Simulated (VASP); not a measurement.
Write the native input for VASP 6.6.1 that does the following.

| Quantity | Value |
| --- | --- |
| Task | relaxation of cell and atoms |
| Functional | PBE |
| Potentials or basis | VASP PAW PBE potentials, release 64 (Ca_sv, H) |
| Cutoff | 600 eV |
| k mesh | 15 × 15 × 8 |
| Occupations | gaussian, width 0.1 eV |
| Spin | no spin polarisation |
| Dipole correction | no |
| Further INCAR settings | ALGO = Normal; EDIFF = 1e-06; IBRION = 2; EDIFFG = -0.01; NSW = 100; ISIF = 3 |

The structure of CaH lies in POSCAR:

```
CaH
1.0
    3.7157498310      0.0000000000      0.0000000000
   -1.8578749155      3.2179337477      0.0000000000
    0.0000000000      0.0000000000      5.7979428563
Ca H
2 2
Direct
    0.3333333333      0.6666666667      0.7500000000
    0.6666666667      0.3333333333      0.2500000000
    0.0000000000      0.0000000000      0.0000000000
    0.0000000000      0.0000000000      0.5000000000
```

These files were run (other wordings do the same):

INCAR

```
SYSTEM = CaH
PREC = Accurate ; ENCUT = 600
EDIFF = 1E-6 ; ISMEAR = 0
SIGMA = 0.1 ; LREAL = .False.
LASPH = .True. ; NELM = 100
ALGO = Normal ; ISIF = 3
LWAVE = .False. ; LCHARG = .False.
GGA = PE ; IBRION = 2
NSW = 100 ; EDIFFG = -0.01
```

KPOINTS

```
Automatic mesh
0
Gamma
  15 15 8
  0 0 0
```

Potentials or basis: VASP PAW PBE potentials, release 64 (Ca_sv, H).

Launch:

```console
$ cat potpaw_PBE.64/Ca_sv/POTCAR potpaw_PBE.64/H/POTCAR > POTCAR
$ mpirun -np 1 vasp_std > vasp.out
```

Results of the run:

```yaml
Relaxed_volume: 17.36 Å³/atom
Relaxed_cell: a = 3.718 Å, b = 3.718 Å, c = 5.800 Å, α = 90.00°, β = 90.00°, γ = 120.00°
Space_group_after_relaxing_to_0.05_Å: P6_3/mmc (No. 194)
Energy_gained_by_relaxing: 0.0 meV/atom
Ionic_steps: 2
Pressure_after_relaxing: 0.0 GPa
Band_gap_on_the_k_mesh: zero (band 11 reaches 4.37 eV, above the bottom of band 12 at 2.80 eV)
```

It took 120 s on 1 thread of Intel(R) Xeon(R) Platinum 8488C (Sapphire Rapids), with other jobs on the host, peak memory 0.32 GiB.
